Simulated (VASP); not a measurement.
Here is a VASP 6.6.1 calculation.

Contents of INCAR:

```
SYSTEM = NdTl2P3
PREC = Accurate ; ENCUT = 500
EDIFF = 1E-6 ; ISMEAR = 0
SIGMA = 0.2 ; LREAL = .FALSE.
LASPH = .TRUE. ; NELM = 200
ALGO = Normal ; ISIF = 2
LWAVE = .FALSE. ; LCHARG = .FALSE.
GGA = PE ; NBANDS = 35
GGA_COMPAT = .FALSE. ; LMAXMIX = 6
```

The input KPOINTS:

```
Automatic mesh
0
G
  4 4 3
  0 0 0
```

POSCAR

```
NdTl2P3
1.0
    5.2902868067      0.0000000000      0.0000000000
   -2.6451434034      4.5815227679      0.0000000000
    0.0000000000      0.0000000000      6.1473678413
Nd Tl P
1 2 3
Direct
    0.3333333333      0.6666666667      0.0000000000
    0.6666666667      0.3333333333      0.5000000000
    0.3333333333      0.6666666667      0.5000000000
    0.6666666667      0.3333333333      0.0000000000
    0.0000000000      0.0000000000      0.0000000000
    0.0000000000      0.0000000000      0.5000000000
```

Potentials or basis: VASP PAW PBE potentials, release 64 (Nd_3, Tl_d, P), 4f in core.

Command:

```console
$ cat potpaw_PBE.64/Nd_3/POTCAR potpaw_PBE.64/Tl_d/POTCAR potpaw_PBE.64/P/POTCAR > POTCAR
$ mpirun -np 1 vasp_std > vasp.out
```

(1) What does it give for the pressure?

(2) What does it give for the band gap on the k mesh?

Results:

(1) 0.0 GPa.

(2) zero (bands 26 and 27 overlap by 0.61 eV).

Caveat: spin-orbit coupling is left out, which moves the levels of the heavy elements; the 4f electrons are frozen in the core, so they carry no moment and show no levels.
